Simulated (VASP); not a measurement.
# Na (P6_3/mmc) in VASP: single point with LDA

Aim: the single point of Na with LDA.

All numbers are computed with VASP 6.6.1; they aren't measurements. Logs are shortened: lines on timing, memory, paths and dates and some standing lists are left out, and cuts for length are marked.

## Step 1: The cell of the first run

The structure is hexagonal, space group P6_3/mmc (No. 194). Conventional cell: a = 3.767 Å, b = 3.767 Å, c = 6.154 Å, α = 90.00°, β = 90.00°, γ = 120.00°. Within 4.9 Å of Na (site symmetry -6m2) lie 12 Na at 3.77 Å.

## Step 2: Single point, LDA

INCAR

```
PREC = Accurate
ENCUT = 520
EDIFF = 1E-7
ISMEAR = 0
SIGMA = 0.15
LREAL = F
LASPH = T
NELM = 60
ALGO = Fast
ISIF = 2
LWAVE = F
LCHARG = T
LELF = T
LVHAR = T
NBANDS = 14
```

KPOINTS

```
Automatic mesh
0
Gamma
  18 18 10
```

POSCAR

```
Na
1.0
    3.7670009976      0.0000000000      0.0000000000
   -1.8835004988      3.2623185600      0.0000000000
    0.0000000000      0.0000000000      6.1540000000
Na
2
Direct
    0.3333333333      0.6666666667      0.2500000000
    0.6666666667      0.3333333333      0.7500000000
```

Potentials or basis: VASP PAW LDA potentials, release 64 (Na_pv).

Started as:

```console
cat potpaw_LDA.64/Na_pv/POTCAR > POTCAR
mpirun -np 1 vasp_std > vasp.out
```

OUTCAR:

```text
PREC = Accurate
   ENCUT = 520
   EDIFF = 1E-7
   ISMEAR = 0
   LREAL = F
   LASPH = T
   NELM = 60
   ISIF = 2

 ion  position               nearest neighbor table
   1  0.333  0.667  0.250-
   2  0.667  0.333  0.750-

  LATTYP: Found a hexagonal cell.
 ALAT       =     3.7670009976
 C/A-ratio  =     1.6336603054

  Lattice vectors:

 A1 = (   3.7670009976,   0.0000000000,   0.0000000000)
 A2 = (  -1.8835004988,   3.2623185600,   0.0000000000)
 A3 = (   0.0000000000,   0.0000000000,   6.1540000000)

Analysis of symmetry for initial positions (statically):
=====================================================================
 Subroutine PRICEL returns:
 Original cell was already a primitive cell.

 Routine SETGRP: Setting up the symmetry group for a
 hexagonal supercell.

 Subroutine GETGRP returns: Found 24 space group operations
 (whereof 12 operations were pure point group operations)
 out of a pool of 24 trial point group operations.

The static configuration has the point symmetry D_3d.
 The point group associated with its full space group is D_6h.

Analysis of symmetry for dynamics (positions and initial velocities):
=====================================================================
 Subroutine PRICEL returns:
 Original cell was already a primitive cell.

 Routine SETGRP: Setting up the symmetry group for a
 hexagonal supercell.

 Subroutine GETGRP returns: Found 24 space group operations
 (whereof 12 operations were pure point group operations)
 out of a pool of 24 trial point group operations.

The dynamic configuration has the point symmetry D_3d.
 The point group associated with its full space group is D_6h.

 Subroutine INISYM returns: Found 24 space group operations
 (whereof 12 operations are pure point group operations),
 and found     1 'primitive' translations

----------------------------------------------------------------------------------------

                                     Primitive cell

  volume of cell :      75.6275

  direct lattice vectors                    reciprocal lattice vectors
     3.767000998  0.000000000  0.000000000     0.265463163  0.153265229  0.000000000
    -1.883500499  3.262318560  0.000000000     0.000000000  0.306530457  0.000000000
     0.000000000  0.000000000  6.154000000     0.000000000  0.000000000  0.162495938

  length of vectors
     3.767000998  3.767000998  6.154000000     0.306530457  0.306530457  0.162495938

  position of ions in fractional coordinates (direct lattice)
     0.333333333  0.666666667  0.250000000
     0.666666667  0.333333333  0.750000000

  ion indices of the primitive-cell ions
   primitive index   ion index
                 1           1
                 2           2

----------------------------------------------------------------------------------------

 KPOINTS: Automatic mesh

Automatic generation of k-mesh.
 Grid dimensions read from file:
 generate k-points for:   18   18   10

 Generating k-lattice:

  Cartesian coordinates                     Fractional coordinates (reciprocal lattice)
     0.014747954  0.008514735  0.000000000     0.055555556  0.000000000  0.000000000
     0.000000000  0.017029470  0.000000000     0.000000000  0.055555556  0.000000000
     0.000000000  0.000000000  0.016249594     0.000000000  0.000000000  0.100000000

  Length of vectors
     0.017029470  0.017029470  0.016249594

  Shift w.r.t. Gamma in fractional coordinates (k-lattice)
     0.000000000  0.000000000  0.000000000

 Subroutine IBZKPT returns following result:
 ===========================================

 Found    222 irreducible k-points:

 Following reciprocal coordinates:
            Coordinates               Weight
  0.000000  0.000000  0.000000      1.000000
  0.055556  0.000000  0.000000      6.000000
  0.111111  0.000000  0.000000      6.000000
  0.166667  0.000000  0.000000      6.000000
  0.222222  0.000000  0.000000      6.000000
  0.277778  0.000000  0.000000      6.000000
[... 16 lines left out ...]
  0.333333  0.111111  0.000000     12.000000
  0.388889  0.111111  0.000000     12.000000
 [... further k-points ...]
   k-points           NKPTS =    222   k-points in BZ     NKDIM =    222   number of bands    NBANDS=     14
   number of dos      NEDOS =    301   number of ions     NIONS =      2
   total plane-waves  NPLWV =  37632
   dimension x,y,z NGX =    28 NGY =   28 NGZ =   48
   dimension x,y,z NGXF=    56 NGYF=   56 NGZF=   96
   ions per type =               2
   NGX,Y,Z   is equivalent  to a cutoff of  12.36, 12.36, 12.97 a.u.
   NGXF,Y,Z  is equivalent  to a cutoff of  24.71, 24.71, 25.93 a.u.
 SYSTEM =  unknown system
   PREC   = accura    normal or accurate (medium, high low for compatibility)
   ISTART =      0    job   : 0-new  1-cont  2-samecut
   ICHARG =      2    charge: 1-file 2-atom 10-const
   ISPIN  =      1    spin polarized calculation?
   LNONCOLLINEAR =      F non collinear calculations
   LSORBIT =      F    spin-orbit coupling
   LASPH  =      T    aspherical Exc in radial PAW
   ENCUT  =  520.0 eV  38.22 Ry    6.18 a.u.   7.00  7.00 11.44*2*pi/ulx,y,z
   NELM   =     60;   NELMIN=  2; NELMDL= -5     # of ELM steps
   EDIFF  = 0.1E-06   stopping-criterion for ELM
   LREAL  =      F    real-space projection
   EDIFFG = 0.1E-05   stopping-criterion for IOM
   NSW    =      0    number of steps for IOM
   IBRION =     -1    ionic relax: 0-MD 1-quasi-New 2-CG
   NFREE  =      0    steps in history (QN), initial steepest desc. (CG)
   ISIF   =      2    stress and relaxation
   ISYM   =      2    0-nonsym 1-usesym 2-fastsym
   POTIM  = 0.5000    time-step for ionic-motion
   TEBEG  =    0.0;   TEEND  =   0.0 temperature during run
   PSTRESS=    0.0 pullay stress
   NELECT =      14.0000    total number of electrons
   NUPDOWN=      -1.0000    fix difference up-down
   EMIN   =  10.00;   EMAX   =-10.00  energy-range for DOS
   EFERMI =   0.00;   METHOD = LEGACY
   ISMEAR =     0;   SIGMA  =   0.15  broadening in eV -4-tet -1-fermi 0-gaus
   EFERMI_NEDOS =   21; number of points for ismear=-14 and -15
   IALGO  =     68    algorithm
   IMIX   =      4    mixing-type and parameters
     AMIX     =   0.40;   BMIX     =  1.00
     AMIX_MAG =   1.60;   BMIX_MAG =  1.00
  volume/ion in A,a.u.               =      37.81       255.18
  Fermi-wavevector in a.u.,A,eV,Ry     =   0.933020  1.763152 11.844231  0.870526
  Thomas-Fermi vector in A             =   2.059678
   LORBIT       =      0    0 simple, 1 ext, 2 COOP (PROOUT), +10 PAW based schemes
   GGA     = CA    functional components
   LHFCALC =     F    Hartree Fock is set to
   AEXX    =    0.0000 exact exchange contribution
   IVDW    =     0    specifies the selected vdW correction
   LEPSILON=     F    determine dielectric tensor
   LRPA    =     F    only Hartree local field effects (RPA)
 non-spin polarized calculation
 RMM-DIIS sequential band-by-band and
 Gauss-broadening in eV      SIGMA  =   0.15
  energy-cutoff  :      520.00
  volume of cell :       75.63
 maximum number of plane-waves:      2053
 NGX is ok and might be reduce to    28
   NGX = 13   NGY = 13   NGZ = 23

 number of electron      14.0000012 magnetization

 Free energy of the ion-electron system (eV)
  ---------------------------------------------------
  ext. energy  EPLUGINS =         0.00000000
  ---------------------------------------------------
  free energy    TOTEN  =        -2.88758613 eV

  energy without entropy =       -2.87675254  energy(sigma->0) =       -2.88216933

 E-fermi :   0.1120     XC(G=0):  -6.6721

 val. band max:        0.0964374344   @ k =   0.4444   0.0556   0.1000
 cond. band min:       0.1123371458   @ k =   0.2222   0.0000   0.2000
 fundamental gap:      0.0158997113
 Fermi energy:         0.1119538629

 k-point     1 :       0.0000    0.0000    0.0000
  band No.  band energies     occupation
      1     -24.8831      2.00000
      2     -24.8549      2.00000
      3     -24.8549      2.00000
      4     -24.8502      2.00000
      5     -24.8502      2.00000
      6     -24.8499      2.00000
      7      -3.1362      2.00000
      8       0.6834      0.00000
      9       0.9969      0.00000
     10       9.9470      0.00000
     11       9.9470      0.00000
     12      10.2159      0.00000
     13      10.2159      0.00000
     14      10.4789      0.00000

 k-point     2 :       0.0556    0.0000    0.0000
  band No.  band energies     occupation
      1     -24.8828      2.00000
      2     -24.8557      2.00000
      3     -24.8551      2.00000
      4     -24.8510      2.00000
      5     -24.8504      2.00000
      6     -24.8501      2.00000
      7      -3.0911      2.00000
      8       0.7234      0.00000
      9       1.0411      0.00000
     10       8.9210      0.00000
     11       9.4434      0.00000
     12       9.9209      0.00000
     13      10.7767      0.00000
     14      11.0358      0.00000

 k-point     3 :       0.1111    0.0000    0.0000
  band No.  band energies     occupation
      1     -24.8818      2.00000
      2     -24.8578      2.00000
      3     -24.8558      2.00000
      4     -24.8533      2.00000
      5     -24.8507      2.00000
      6     -24.8505      2.00000
      7      -2.9561      2.00000
      8       0.8434      0.00000
      9       1.1733      0.00000
     10       7.6596      0.00000
     11       8.8953      0.00000
     12       9.3082      0.00000
     13      11.0423      0.00000
     14      11.2065      0.00000

 k-point     4 :       0.1667    0.0000    0.0000
  band No.  band energies     occupation
      1     -24.8803      2.00000
      2     -24.8611      2.00000
      3     -24.8569      2.00000
      4     -24.8567      2.00000
      5     -24.8513      2.00000
      6     -24.8511      2.00000
      7      -2.7318      2.00000
      8       1.0436      0.00000
      9       1.3909      0.00000
     10       6.4338      0.00000
     11       8.4159      0.00000
     12       8.6773      0.00000
     13       9.8108      0.00000
     14      10.6595      0.00000

 k-point     5 :       0.2222    0.0000    0.0000
  band No.  band energies     occupation
      1     -24.8783      2.00000
      2     -24.8653      2.00000
      3     -24.8608      2.00000
      4     -24.8581      2.00000
      5     -24.8521      2.00000
      6     -24.8520      2.00000
      7      -2.4194      2.00000
      8       1.3242      0.00000
      9       1.6889      0.00000
     10       5.2733      0.00000
     11       8.0096      0.00000
[... 276 lines left out ...]
 k-point    22 :       0.2778    0.1111    0.0000
  band No.  band energies     occupation
      1     -24.8734      2.00000
      2     -24.8728      2.00000
      3     -24.8698      2.00000
      4     -24.8614      2.00000
      5     -24.8554      2.00000
      6     -24.8549      2.00000
      7      -1.4056      2.00000
      8       2.2496      0.00000
      9       2.5002      0.00000
     10       3.4122      0.00000
     11       5.4320      0.00000
     12       6.6379      0.00000
     13       7.4506      0.00000
     14       8.8510      0.00000

 k-point    23 :       0.3333    0.1111    0.0000
  band No.  band energies     occupation
      1     -24.8766      2.00000
      2     -24.8722      2.00000
      3     -24.8704      2.00000
      4     -24.8629      2.00000
      5     -24.8564      2.00000
      6     -24.8562      2.00000
      7      -0.8408      2.00000
      8       2.1207      0.00000
      9       2.7746      0.00000
     10       3.3620      0.00000
     11       5.1550      0.00000
     12       5.7007      0.00000
     13       6.6753      0.00000
     14       8.6424      0.00000

 k-point    24 :       0.3889    0.1111    0.0000
  band No.  band energies     occupation
      1     -24.8787      2.00000
      2     -24.8738      2.00000
      3     -24.8686      2.00000
      4     -24.8638      2.00000
      5     -24.8577      2.00000
      6     -24.8567      2.00000
      7      -0.1968      1.99640
      8       1.3108      0.00000
      9       3.3816      0.00000
     10       3.8581      0.00000
     11       4.8455      0.00000
     12       4.8506      0.00000
     13       6.0962      0.00000
     14       8.5175      0.00000

 [... further k-points ...]

------------------------ aborting loop because EDIFF is reached ----------------------------------------

  FORCE on cell =-STRESS in cart. coord.  units (eV):
  Direction    XX          YY          ZZ          XY          YZ          ZX
  --------------------------------------------------------------------------------------
  -------------------------------------------------------------------------------------
  Total       -0.4252365     -0.4252365     -0.4268687      0.0000000     -0.0000000      0.0000000
  in kB       -9.0086868     -9.0086868     -9.0432651      0.0000000     -0.0000000      0.0000000
  external PRESSURE =      -9.0202129 kB  Pullay stress =       0.0000000 kB

 VOLUME and BASIS-vectors are now :
 -----------------------------------------------------------------------------
  energy-cutoff  :      520.00
  volume of cell :       75.63
      direct lattice vectors                 reciprocal lattice vectors
     3.767000998  0.000000000  0.000000000     0.265463163  0.153265229  0.000000000
    -1.883500499  3.262318560  0.000000000     0.000000000  0.306530457  0.000000000
     0.000000000  0.000000000  6.154000000     0.000000000  0.000000000  0.162495938

 POSITION                                       TOTAL-FORCE (eV/Angst)
 -----------------------------------------------------------------------------------
     -0.00000      2.17488      1.53850         0.000000     -0.000000      0.000000
      1.88350      1.08744      4.61550        -0.000000      0.000000      0.000000
 -----------------------------------------------------------------------------------
    total drift:                                0.000000     -0.000000      0.000000

  FREE ENERGIE OF THE ION-ELECTRON SYSTEM (eV)
  ---------------------------------------------------
  free  energy   TOTEN  =        -2.8875861302 eV

  energy  without entropy=       -2.8767525362  energy(sigma->0) =       -2.88216933
```

Wall time 97 s (1 thread of AMD EPYC 9R45 (Zen 5), shared host); peak memory 0.24 GiB.

What came out:

- Free energy: -2.8876 eV
- Pressure: -0.9 GPa
- Band gap on the k mesh: zero (band 7 reaches 2.16 eV, above the bottom of band 8 at -2.12 eV)

Levels at points of the mesh, in eV from the Fermi level:
| k point | band 4 | band 5 | band 6 | band 7 | band 8 | band 9 | band 10 | band 11 |
| --- | --- | --- | --- | --- | --- | --- | --- | --- |
| (0.00, 0.00, 0.00) | -24.96 | -24.96 | -24.96 | -3.25 | 0.57 | 0.88 | 9.84 | 9.84 |
| (0.50, 0.00, 0.00) | -24.97 | -24.97 | -24.97 | 0.25 | 0.32 | 3.81 | 3.86 | 4.24 |
| (0.00, 0.00, 0.50) | -24.96 | -24.96 | -24.96 | -2.23 | -2.23 | 5.43 | 5.43 | 10.42 |
| (0.50, 0.00, 0.50) | -24.97 | -24.97 | -24.97 | 1.06 | 1.06 | 1.47 | 1.47 | 7.61 |
